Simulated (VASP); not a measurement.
# BaTiO3 (Amm2) in VASP: single point with PBEsol

Aim: the single point of BaTiO3 with PBEsol.

Program: VASP 6.6.1. These are calculated values, not measurements. Logs are shortened: lines on timing, memory, paths and dates and some standing lists are left out, and cuts for length are marked.

## 1. The cell of the first run

Symmetry: Amm2, No. 38, orthorhombic system. Conventional cell: a = 3.950 Å, b = 5.658 Å, c = 5.679 Å, α = 90.00°, β = 90.00°, γ = 90.00°. Within 3.6 Å of Ba (site symmetry mm2) lie 12 O at 2.75 to 2.93 Å and 8 Ti at 3.40 to 3.52 Å. Within 2.5 Å of Ti (site symmetry mm2) lie 6 O at 1.87 to 2.15 Å. O (site symmetry m) has 2 Ti at 1.87 to 2.15 Å within 2.5 Å. O (site symmetry mm2) has 2 Ti at 1.98 Å within 2.6 Å.

## 2. Single point, PBEsol

File INCAR:

```
PREC = Accurate
ENCUT = 1340
EDIFF = 1E-6
ISMEAR = 0
SIGMA = 0.02
LREAL = False
LASPH = True
NELM = 120
ALGO = Normal
ISIF = 2
LWAVE = False
LCHARG = False
GGA = PS
NBANDS = 28
GGA_COMPAT = False
```

File KPOINTS:

```
regular mesh
0
Gamma
  4 4 4
```

File POSCAR:

```
BaTiO3
1.0
    3.9499512855      0.0000000000      0.0000000000
    0.0000000000      2.8289496693      2.8392714220
    0.0000000000     -2.8289496693      2.8392714220
Ba Ti O
1 1 3
Direct
    0.0000000000      0.0037324197      0.0037324197
    0.5000000000      0.5164913881      0.5164913881
    0.5000000000      0.9813912497      0.4903118972
    0.5000000000      0.4903118972      0.9813912497
    0.0000000000      0.4879730453      0.4879730453
```

Potentials or basis: VASP PAW PBE potentials, release 64 (Ba_sv, Ti_sv, O_h).

Run with:

```console
$ cat potpaw_PBE.64/Ba_sv/POTCAR potpaw_PBE.64/Ti_sv/POTCAR potpaw_PBE.64/O_h/POTCAR > POTCAR
$ mpirun -np 1 vasp_std > vasp.out
```

OUTCAR:

```text
PREC = Accurate
   ENCUT = 1340
   EDIFF = 1E-6
   ISMEAR = 0
   LREAL = False
   LASPH = True
   NELM = 120
   ISIF = 2
   GGA = PS

 ion  position               nearest neighbor table
   1  0.000  0.004  0.004-   5 2.75   4 2.78   3 2.78   3 2.78   4 2.78   5 2.83   5 2.83   4 2.85
                             3 2.85   3 2.85   4 2.85   5 2.93   2 3.40   2 3.40   2 3.45   2 3.45
   2  0.500  0.516  0.516-   3 1.87   4 1.87   5 1.98   5 1.98   3 2.15   4 2.15   1 3.40   1 3.40
                             1 3.45   1 3.45   1 3.45   1 3.45   1 3.52   1 3.52
   3  0.500  0.981  0.490-   2 1.87   2 2.15   1 2.78   1 2.78   1 2.85   1 2.85
   4  0.500  0.490  0.981-   2 1.87   2 2.15   1 2.78   1 2.78   1 2.85   1 2.85
   5  0.000  0.488  0.488-   2 1.98   2 1.98   1 2.75   1 2.83   1 2.83   1 2.93

  LATTYP: Found a base centered orthorhombic cell.
 ALAT       =     5.6578993386
 B/A-ratio  =     1.0036486166
 C/A-ratio  =     0.6981303571

  Lattice vectors:

 A1 = (   0.0000000000,   2.8289496693,  -2.8392714220)
 A2 = (   0.0000000000,   2.8289496693,   2.8392714220)
 A3 = (   3.9499512855,   0.0000000000,   0.0000000000)

Analysis of symmetry for initial positions (statically):
=====================================================================
 Subroutine PRICEL returns:
 Original cell was already a primitive cell.

 Routine SETGRP: Setting up the symmetry group for a
 base centered orthorhombic supercell.

 Subroutine GETGRP returns: Found  4 space group operations
 (whereof  4 operations were pure point group operations)
 out of a pool of  8 trial point group operations.

The static configuration has the point symmetry C_2v.

Analysis of symmetry for dynamics (positions and initial velocities):
=====================================================================
 Subroutine PRICEL returns:
 Original cell was already a primitive cell.

 Routine SETGRP: Setting up the symmetry group for a
 base centered orthorhombic supercell.

 Subroutine GETGRP returns: Found  4 space group operations
 (whereof  4 operations were pure point group operations)
 out of a pool of  8 trial point group operations.

The dynamic configuration has the point symmetry C_2v.

 Subroutine INISYM returns: Found  4 space group operations
 (whereof  4 operations are pure point group operations),
 and found     1 'primitive' translations

----------------------------------------------------------------------------------------

                                     Primitive cell

  volume of cell :      63.4532

[... 87 lines left out ...]
   LASPH  =      T    aspherical Exc in radial PAW
   ENCUT  = 1340.0 eV  98.49 Ry    9.92 a.u.  11.79 11.96 11.96*2*pi/ulx,y,z
   NELM   =    120;   NELMIN=  2; NELMDL= -5     # of ELM steps
   EDIFF  = 0.1E-05   stopping-criterion for ELM
   LREAL  =      F    real-space projection
[... 7 lines left out ...]
   TEBEG  =    0.0;   TEEND  =   0.0 temperature during run
   PSTRESS=    0.0 pullay stress
   NELECT =      40.0000    total number of electrons
   NUPDOWN=      -1.0000    fix difference up-down
   EMIN   =  10.00;   EMAX   =-10.00  energy-range for DOS
   EFERMI =   0.00;   METHOD = LEGACY
   ISMEAR =     0;   SIGMA  =   0.02  broadening in eV -4-tet -1-fermi 0-gaus
   EFERMI_NEDOS =   21; number of points for ismear=-14 and -15
   IALGO  =     38    algorithm
   IMIX   =      4    mixing-type and parameters
     AMIX     =   0.40;   BMIX     =  1.00
     AMIX_MAG =   1.60;   BMIX_MAG =  1.00
  volume/ion in A,a.u.               =      12.69        85.64
  Fermi-wavevector in a.u.,A,eV,Ry     =   1.403708  2.652624 26.808879  1.970397
  Thomas-Fermi vector in A             =   2.526343
   LORBIT       =      0    0 simple, 1 ext, 2 COOP (PROOUT), +10 PAW based schemes
   GGA     = PS    functional components
   LHFCALC =     F    Hartree Fock is set to
   AEXX    =    0.0000 exact exchange contribution
   IVDW    =     0    specifies the selected vdW correction
   LEPSILON=     F    determine dielectric tensor
   LRPA    =     F    only Hartree local field effects (RPA)
 non-spin polarized calculation
 Gauss-broadening in eV      SIGMA  =   0.02
  energy-cutoff  :     1340.00
  volume of cell :       63.45
 maximum number of plane-waves:      7088
 NGX is ok and might be reduce to    48
   NGX = 23   NGY = 23   NGZ = 23

 number of electron      40.0000002 magnetization

 Free energy of the ion-electron system (eV)
  ---------------------------------------------------
  ext. energy  EPLUGINS =         0.00000000
  ---------------------------------------------------
  free energy    TOTEN  =       -42.02336306 eV

  energy without entropy =      -42.02336306  energy(sigma->0) =      -42.02336306

 E-fermi :   4.3396     XC(G=0): -11.5638

 val. band max:        4.1266603362   @ k =   0.5000   0.5000   0.5000
 cond. band min:       6.2190998332   @ k =   0.0000   0.0000   0.0000
 fundamental gap:      2.0924394970
 Fermi energy:         4.3396265835

 k-point     1 :       0.0000    0.0000    0.0000
  band No.  band energies     occupation
      1     -51.9714      2.00000
      2     -28.3537      2.00000
      3     -28.3476      2.00000
      4     -28.3064      2.00000
      5     -20.6329      2.00000
      6     -12.6991      2.00000
[... 640 lines left out ...]
     27      12.2124      0.00000
     28      12.2706      0.00000

------------------------ aborting loop because EDIFF is reached ----------------------------------------

  FORCE on cell =-STRESS in cart. coord.  units (eV):
  Direction    XX          YY          ZZ          XY          YZ          ZX
  --------------------------------------------------------------------------------------
  -------------------------------------------------------------------------------------
  Total        0.6697001      0.6733961      0.6413750      0.0000000      0.0000000      0.0000000
  in kB       16.9097457     17.0030685     16.1945442      0.0000000      0.0000000      0.0000000
  external PRESSURE =      16.7024528 kB  Pullay stress =       0.0000000 kB

 VOLUME and BASIS-vectors are now :
 -----------------------------------------------------------------------------
  energy-cutoff  :     1340.00
  volume of cell :       63.45
      direct lattice vectors                 reciprocal lattice vectors
     3.949951286  0.000000000  0.000000000     0.253167679  0.000000000  0.000000000
     0.000000000  2.828949669  2.839271422     0.000000000  0.176744042  0.176101515
     0.000000000 -2.828949669  2.839271422     0.000000000 -0.176744042  0.176101515

 POSITION                                       TOTAL-FORCE (eV/Angst)
 -----------------------------------------------------------------------------------
      0.00000      0.00000      0.02119         0.000000      0.000000     -0.038671
      1.97498      0.00000      2.93292         0.000000      0.000000      0.056154
      1.97498      1.38924      4.17856         0.000000      0.003212     -0.004753
      1.97498     -1.38924      4.17856         0.000000     -0.003212     -0.004753
      0.00000      0.00000      2.77098         0.000000      0.000000     -0.007976
 -----------------------------------------------------------------------------------
    total drift:                                0.000000      0.000000     -0.000301

  FREE ENERGIE OF THE ION-ELECTRON SYSTEM (eV)
  ---------------------------------------------------
  free  energy   TOTEN  =       -42.0233630569 eV

  energy  without entropy=      -42.0233630569  energy(sigma->0) =      -42.02336306
```

Run time: 1.8 min. Hardware: 1 thread of Intel Xeon Platinum 8488C (Sapphire Rapids), shared host; peak memory 0.42 GiB.

What came out:

| Quantity | Value |
| --- | --- |
| Free energy | -42.0234 eV |
| Pressure | 1.7 GPa |
| Largest force | 0.056 eV/Å |
| Band gap on the k mesh | 2.09 eV (least direct gap 2.44 eV) |

Forces in eV/Å, atoms in the order of the input:
```
Ba   0.000  0.000 -0.039
Ti   0.000  0.000  0.056
O    0.000  0.003 -0.005
O    0.000 -0.003 -0.005
O    0.000  0.000 -0.008
```

Caveat: the PAW data sets were made with another functional, which shifts forces and pressure a little; spin-orbit coupling is left out, which moves the levels of the heavy elements. A k mesh can miss the band edges.
